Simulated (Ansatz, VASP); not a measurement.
## One calculation of SiO2, two programs

File POSCAR:

```
SiO2
1.0
   -2.3411961555      2.3411961555      3.4643437739
    2.3411961555     -2.3411961555      3.4643437739
    2.3411961555      2.3411961555     -3.4643437739
Si O
2 4
Direct
    0.0000000000      0.0000000000      0.0000000000
    0.7500000000      0.2500000000      0.5000000000
    1.0212153985      0.6250000000      0.8962153985
    0.3750000000      0.2712153985      0.3962153985
    0.7287846015      0.1250000000      0.1037846015
    0.8750000000     -0.0212153985      0.6037846015
```

File INCAR.step1:

```
  PREC = Accurate
  ENCUT = 520
  ISMEAR = 0
  SIGMA = 0.01
  LREAL = F
  LASPH = T
  NELM = 100
  NBANDS = 25
  GGA = PE
  ALGO = Normal
  EDIFF = 1E-4
  LWAVE = T
  LCHARG = F
```

The input INCAR.step2:

```
  PREC = Accurate
  ENCUT = 520
  EDIFF = 1E-6
  ISMEAR = 0
  SIGMA = 0.01
  LREAL = F
  LASPH = T
  NELM = 100
  ALGO = Normal
  ISIF = 2
  LWAVE = F
  LCHARG = F
  METAGGA = R2SCAN
  LMIXTAU = T
  NBANDS = 25
  ISTART = 1
```

File KPOINTS:

```
Automatic mesh
0
Gamma
  8 8 8
```

Input for Ansatz:

```yaml
crystal:
  lattice:
    - [-2.3411961555, 2.3411961555, 3.4643437739]
    - [2.3411961555, -2.3411961555, 3.4643437739]
    - [2.3411961555, 2.3411961555, -3.4643437739]
  atoms:
    - { symbol: Si, position: [0.0, 0.0, 0.0] }
    - { symbol: Si, position: [0.75, 0.25, 0.5] }
    - { symbol: O, position: [1.0212153985, 0.625, 0.8962153985] }
    - { symbol: O, position: [0.375, 0.2712153985, 0.3962153985] }
    - { symbol: O, position: [0.7287846015, 0.125, 0.1037846015] }
    - { symbol: O, position: [0.875, -0.0212153985, 0.6037846015] }
kpoints:
  mp_grid: { grid: [8, 8, 8] }
  band_path:
    path:
      - [0.0, 0.0, 0.0]
      - [0.0, 0.0, 0.5]
      - [0.25, 0.25, 0.25]
      - [0.0, 0.5, 0.0]
      - [0.5, 0.5, -0.5]
      - [0.3641756915, 0.6358243085, -0.3641756915]
      - [-0.3641756915, 0.3641756915, 0.3641756915]
      - [-0.2283513829, 0.2283513829, 0.5]
      - [0.5, 0.5, -0.2283513829]
      - [0.0, 0.375, 0.0]
    npoints: 1
hamiltonian:
  xc: r2scan
scf:
  occupations: { method: fixed }
  n_extra_bands: 5
output:
  forces: true
  stress: true
  eigenvalues: true
  write_density: true
  write_potential: true
  elf: true
  volumetric_format: npy
```

Change from the starting cell: hydrostatic strain -5.3%.

Alike in both runs: task single point; functional r2SCAN; k mesh 8 × 8 × 8; no spin polarisation.

```csv
,VASP,Ansatz
version,VASP 6.6.1,Ansatz 0.2.0
potentials or method,"VASP PAW PBE potentials, release 64 (Si, O)","plane waves, PAW"
plane-wave cutoff (eV),520,500
occupations,"gaussian, width 0.01 eV",fixed
valence electrons in the cell,32,32
```

|  | VASP | Ansatz | Ansatz less VASP |
| --- | --- | --- | --- |
| gap on the k mesh at the Fermi level (eV) | 7.24 | 7.23 | -0.002 |
| pressure (GPa) | 6.2 | 5.8 | -0.35 |
| traceless stress, the component that is largest in VASP (GPa) | 2.00 | 1.99 | -0.007 |
| rms of the force components (eV/Å) | 0.007 | 0.000 | -0.0068 |

VASP's potentials were made for PBE, not for r2SCAN. Atom by atom the forces differ by 0.007 eV/Å (rms over components).
